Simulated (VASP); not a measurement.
# CsBe3Ag (P4/mmm) in VASP: further runs, part 2 of 2

VASP 6.6.1. Earlier steps stand in the parts before.

### Step 6. Relaxation of cell and atoms, PBE

This run uses another cell than the first one, of 26.95 Å³/atom.

INCAR

```
PREC = Accurate
ENCUT = 600
EDIFF = 1E-7
ISMEAR = 0
SIGMA = 0.1
LREAL = False
LASPH = True
NELM = 60
ALGO = Fast
ISIF = 3
LWAVE = False
LCHARG = False
GGA = PE
IBRION = 2
NSW = 100
EDIFFG = -0.01
```

KPOINTS

```
Automatic mesh
0
Gamma
  8 8 6
```

POSCAR

```
CsBe3Ag
1.0
    4.3971984858      0.0000000000      0.0000000000
    0.0000000000      4.3971984858      0.0000000000
    0.0000000000      0.0000000000      6.9699630738
Cs Be Ag
1 3 1
Direct
    0.0000000000      0.0000000000      0.0000000000
    0.0000000000      0.5000000000      0.5000000000
    0.5000000000      0.0000000000      0.5000000000
    0.5000000000      0.5000000000      0.5000000000
    0.0000000000      0.0000000000      0.5000000000
```

Potentials or basis: VASP PAW PBE potentials, release 64 (Cs_sv, Be, Ag).

Run with:

```
$ cat potpaw_PBE.64/Cs_sv/POTCAR potpaw_PBE.64/Be/POTCAR potpaw_PBE.64/Ag/POTCAR > POTCAR
$ mpirun -np 1 vasp_std > vasp.out
```

OUTCAR:

```text
PREC = Accurate
   ENCUT = 600
   EDIFF = 1E-7
   ISMEAR = 0
   LREAL = False
   LASPH = True
   NELM = 60
   ISIF = 3
   GGA = PE
   IBRION = 2
   NSW = 100
   EDIFFG = -0.01

 ion  position               nearest neighbor table
   1  0.000  0.000  0.000-
   2  0.000  0.500  0.500-   4 2.20   5 2.20   5 2.20   4 2.20
   3  0.500  0.000  0.500-   4 2.20   5 2.20   4 2.20   5 2.20
   4  0.500  0.500  0.500-   2 2.20   3 2.20   3 2.20   2 2.20
   5  0.000  0.000  0.500-   2 2.20   3 2.20   2 2.20   3 2.20

  LATTYP: Found a simple tetragonal cell.
 ALAT       =     4.3971984858
 C/A-ratio  =     1.5850917570

  Lattice vectors:

 A1 = (   4.3971984858,   0.0000000000,   0.0000000000)
 A2 = (   0.0000000000,   4.3971984858,   0.0000000000)
 A3 = (   0.0000000000,   0.0000000000,   6.9699630738)

Analysis of symmetry for initial positions (statically):
=====================================================================
 Subroutine PRICEL returns:
 Original cell was already a primitive cell.

 Routine SETGRP: Setting up the symmetry group for a
 simple tetragonal supercell.

 Subroutine GETGRP returns: Found 16 space group operations
 (whereof 16 operations were pure point group operations)
 out of a pool of 16 trial point group operations.

The static configuration has the point symmetry D_4h.

Analysis of symmetry for dynamics (positions and initial velocities):
=====================================================================
 Subroutine PRICEL returns:
 Original cell was already a primitive cell.

 Routine SETGRP: Setting up the symmetry group for a
 simple tetragonal supercell.

 Subroutine GETGRP returns: Found 16 space group operations
 (whereof 16 operations were pure point group operations)
 out of a pool of 16 trial point group operations.

The dynamic configuration has the point symmetry D_4h.

 Subroutine INISYM returns: Found 16 space group operations
 (whereof 16 operations are pure point group operations),
 and found     1 'primitive' translations

----------------------------------------------------------------------------------------

                                     Primitive cell

  volume of cell :     134.7667

  direct lattice vectors                    reciprocal lattice vectors
     4.397198486  0.000000000  0.000000000     0.227417526  0.000000000  0.000000000
     0.000000000  4.397198486  0.000000000     0.000000000  0.227417526  0.000000000
     0.000000000  0.000000000  6.969963074     0.000000000  0.000000000  0.143472783

  length of vectors
     4.397198486  4.397198486  6.969963074     0.227417526  0.227417526  0.143472783

  position of ions in fractional coordinates (direct lattice)
     0.000000000  0.000000000  0.000000000
     0.000000000  0.500000000  0.500000000
     0.500000000  0.000000000  0.500000000
     0.500000000  0.500000000  0.500000000
     0.000000000  0.000000000  0.500000000

  ion indices of the primitive-cell ions
   primitive index   ion index
                 1           1
                 2           2
[... 54 lines left out ...]
  0.375000  0.125000  0.166667     16.000000
  0.500000  0.125000  0.166667      8.000000
 [... further k-points ...]
   k-points           NKPTS =     60   k-points in BZ     NKDIM =     60   number of bands    NBANDS=     17
   number of dos      NEDOS =    301   number of ions     NIONS =      5
   total plane-waves  NPLWV =  72576
   dimension x,y,z NGX =    36 NGY =   36 NGZ =   56
   dimension x,y,z NGXF=    72 NGYF=   72 NGZF=  112
   ions per type =               1   3   1
   NGX,Y,Z   is equivalent  to a cutoff of  13.61, 13.61, 13.36 a.u.
   NGXF,Y,Z  is equivalent  to a cutoff of  27.22, 27.22, 26.71 a.u.
 SYSTEM =  unknown system
   PREC   = accura    normal or accurate (medium, high low for compatibility)
   ISTART =      0    job   : 0-new  1-cont  2-samecut
   ICHARG =      2    charge: 1-file 2-atom 10-const
   ISPIN  =      1    spin polarized calculation?
   LNONCOLLINEAR =      F non collinear calculations
   LSORBIT =      F    spin-orbit coupling
   LASPH  =      T    aspherical Exc in radial PAW
   ENCUT  =  600.0 eV  44.10 Ry    6.64 a.u.   8.78  8.78 13.92*2*pi/ulx,y,z
   NELM   =     60;   NELMIN=  2; NELMDL= -5     # of ELM steps
   EDIFF  = 0.1E-06   stopping-criterion for ELM
   LREAL  =      F    real-space projection
   EDIFFG = -.1E-01   stopping-criterion for IOM
   NSW    =    100    number of steps for IOM
   IBRION =      2    ionic relax: 0-MD 1-quasi-New 2-CG
   NFREE  =      1    steps in history (QN), initial steepest desc. (CG)
   ISIF   =      3    stress and relaxation
   ISYM   =      2    0-nonsym 1-usesym 2-fastsym
   POTIM  = 0.5000    time-step for ionic-motion
   TEBEG  =    0.0;   TEEND  =   0.0 temperature during run
   PSTRESS=    0.0 pullay stress
   NELECT =      26.0000    total number of electrons
   NUPDOWN=      -1.0000    fix difference up-down
   EMIN   =  10.00;   EMAX   =-10.00  energy-range for DOS
   EFERMI =   0.00;   METHOD = LEGACY
   ISMEAR =     0;   SIGMA  =   0.10  broadening in eV -4-tet -1-fermi 0-gaus
   EFERMI_NEDOS =   21; number of points for ismear=-14 and -15
   IALGO  =     68    algorithm
   IMIX   =      4    mixing-type and parameters
     AMIX     =   0.40;   BMIX     =  1.00
     AMIX_MAG =   1.60;   BMIX_MAG =  1.00
  volume/ion in A,a.u.               =      26.95       181.89
  Fermi-wavevector in a.u.,A,eV,Ry     =   0.945958  1.787601 12.174984  0.894836
  Thomas-Fermi vector in A             =   2.073909
   LORBIT       =      0    0 simple, 1 ext, 2 COOP (PROOUT), +10 PAW based schemes
   GGA     = PE    functional components
   LHFCALC =     F    Hartree Fock is set to
   AEXX    =    0.0000 exact exchange contribution
   IVDW    =     0    specifies the selected vdW correction
   LEPSILON=     F    determine dielectric tensor
   LRPA    =     F    only Hartree local field effects (RPA)
 conjugate gradient relaxation of ions
 non-spin polarized calculation
 RMM-DIIS sequential band-by-band and
 Gauss-broadening in eV      SIGMA  =   0.10
  energy-cutoff  :      600.00
  volume of cell :      134.77
 maximum number of plane-waves:      4536
 NGX is ok and might be reduce to    36
   NGX = 17   NGY = 17   NGZ = 27

--------------------------------------- Ionic step        1  -------------------------------------------

 number of electron      26.0000001 magnetization

 Free energy of the ion-electron system (eV)
  ---------------------------------------------------
  ext. energy  EPLUGINS =         0.00000000
  ---------------------------------------------------
  free energy    TOTEN  =       -11.74862862 eV

  energy without entropy =      -11.73690099  energy(sigma->0) =      -11.74276481

------------------------ aborting loop because EDIFF is reached ----------------------------------------

  FORCE on cell =-STRESS in cart. coord.  units (eV):
  Direction    XX          YY          ZZ          XY          YZ          ZX
  --------------------------------------------------------------------------------------
  -------------------------------------------------------------------------------------
  Total        0.8960064      0.8960064     -0.0835831      0.0000000      0.0000000     -0.0000000
  in kB       10.6521941     10.6521941     -0.9936795      0.0000000      0.0000000     -0.0000000
  external PRESSURE =       6.7702362 kB  Pullay stress =       0.0000000 kB
[... 104 lines left out ...]
--------------------------------------- Ionic step        4  -------------------------------------------

 number of electron      26.0000001 magnetization

 Free energy of the ion-electron system (eV)
  ---------------------------------------------------
  ext. energy  EPLUGINS =         0.00000000
  ---------------------------------------------------
  free energy    TOTEN  =       -11.75662259 eV

  energy without entropy =      -11.74543226  energy(sigma->0) =      -11.75102743

 E-fermi :   2.4472     XC(G=0):  -7.7549

 val. band max:        2.4415299961   @ k =   0.3750   0.2500   0.0000
 cond. band min:       2.4546725574   @ k =   0.5000   0.1250   0.3333
 fundamental gap:      0.0131425614
 Fermi energy:         2.4471734043

 k-point     1 :       0.0000    0.0000    0.0000
  band No.  band energies     occupation
      1     -20.8119      2.00000
      2      -7.5917      2.00000
      3      -7.4896      2.00000
      4      -7.4896      2.00000
      5      -4.5873      2.00000
      6      -3.7727      2.00000
[... 457 lines left out ...]
      4      -7.5155      2.00000
      5      -3.8503      2.00000
      6      -3.4180      2.00000
[... 9 lines left out ...]
     16       4.8331      0.00000
     17       5.0547      0.00000

 [... further k-points ...]

------------------------ aborting loop because EDIFF is reached ----------------------------------------

  FORCE on cell =-STRESS in cart. coord.  units (eV):
  Direction    XX          YY          ZZ          XY          YZ          ZX
  --------------------------------------------------------------------------------------
  -------------------------------------------------------------------------------------
  Total       -0.0022824     -0.0022824     -0.0415815      0.0000000      0.0000000      0.0000000
  in kB       -0.0266919     -0.0266919     -0.4862858      0.0000000      0.0000000      0.0000000
  external PRESSURE =      -0.1798899 kB  Pullay stress =       0.0000000 kB
[... 20 lines left out ...]
  FREE ENERGIE OF THE ION-ELECTRON SYSTEM (eV)
  ---------------------------------------------------
  free  energy   TOTEN  =       -11.7566225943 eV

  energy  without entropy=      -11.7454322606  energy(sigma->0) =      -11.75102743

 reached required accuracy - stopping structural energy minimisation
```

CONTCAR:

```text
CsBe3Ag
   1.00000000000000
     4.4367669944963151    0.0000000000000000   -0.0000000000000000
     0.0000000000000000    4.4367669944963151   -0.0000000000000000
     0.0000000000000000    0.0000000000000000    6.9596247837686303
  Cs              Be              Ag
     1     3     1
Direct
     1.0000000000000000    0.0000000000000000    1.0000000000000000
     0.0000000000000000    0.5000000000000000    0.5000000000000000
     0.5000000000000000    0.0000000000000000    0.5000000000000000
     0.5000000000000000    0.5000000000000000    0.5000000000000000
     0.0000000000000000    0.0000000000000000    0.5000000000000000

  0.00000000E+00  0.00000000E+00  0.00000000E+00
  0.00000000E+00  0.00000000E+00  0.00000000E+00
  0.00000000E+00  0.00000000E+00  0.00000000E+00
  0.00000000E+00  0.00000000E+00  0.00000000E+00
  0.00000000E+00  0.00000000E+00  0.00000000E+00
```

It took 2.8 min on 1 thread of Intel Xeon 6975P-C (Granite Rapids), shared host; peak memory 0.41 GiB.

Results:

```
Free energy                           : -11.7566 eV
Relaxed volume                        : 27.40 Å³/atom
Relaxed cell                          : a = 4.437 Å, b = 4.437 Å, c = 6.960 Å, α = 90.00°, β = 90.00°, γ = 90.00°
Space group after relaxing (to 0.1 Å) : P4/mmm (No. 123)
Energy gained by relaxing             : 1.6 meV/atom
Ionic steps                           : 4
Pressure after relaxing               : 0.0 GPa
Band gap on the k mesh                : zero (bands 13 and 14 overlap by 0.69 eV)
```

Step by step:
```
step  energy change (eV)  largest force (eV/Å)  pressure (GPa)  volume (Å³)
   1              0.0000                0.0000            0.68       134.77
   2             -0.0079                0.0000            0.00       137.00
   3             -0.0080                0.0000           -0.03       137.09
   4             -0.0080                0.0000           -0.02       137.00
```

Final structure:
```
Cs Be Ag
1.0
     4.43677    0.00000    0.00000
     0.00000    4.43677    0.00000
     0.00000    0.00000    6.95962
Cs Be Ag
1 3 1
Direct
  0.00000 0.00000 0.00000
  0.00000 0.50000 0.50000
  0.50000 0.00000 0.50000
  0.50000 0.50000 0.50000
  0.00000 0.00000 0.50000
```

Caveat: spin-orbit coupling is left out, which moves the levels of the heavy elements.

### Step 7. Summary

| task | cell | k mesh | cutoff (eV) | gap on the mesh (eV) | pressure (GPa) | relaxed volume (Å³/atom) |
| --- | --- | --- | --- | --- | --- | --- |
| single point | a = 4.037, b = 4.037, c = 6.344 Å, 5 atoms | 4 × 4 × 4 | 520 | none | 14.9 | - |
| single point | a = 4.397, b = 4.397, c = 6.970 Å, 5 atoms | 4 × 4 × 4 | 520 | none | 0.3 | - |
| single point | a = 4.436, b = 4.436, c = 6.949 Å, 5 atoms | 8 × 8 × 6 | 520 | none | 0.0 | - |
| relaxation of cell and atoms | relaxed from a = 4.037, b = 4.037, c = 6.344 Å, 5 atoms | 4 × 4 × 4 | 600 | none | 0.1 | 27.19 |
| relaxation of cell and atoms | relaxed from a = 4.397, b = 4.397, c = 6.970 Å, 5 atoms | 8 × 8 × 6 | 600 | none | 0.0 | 27.40 |

Alike in all rows: level PBE; potentials or basis VASP PAW PBE potentials, release 64 (Cs_sv, Be, Ag); no spin polarisation; smearing gaussian 0.1 eV.

Caveats: some runs use coarse meshes; spin-orbit coupling is left out, which moves the levels of the heavy elements; the volume moved by over 15 % at a fixed basis, so the end points are rough (at least some runs).

Absolute energies hang on the potentials; compare differences alone.
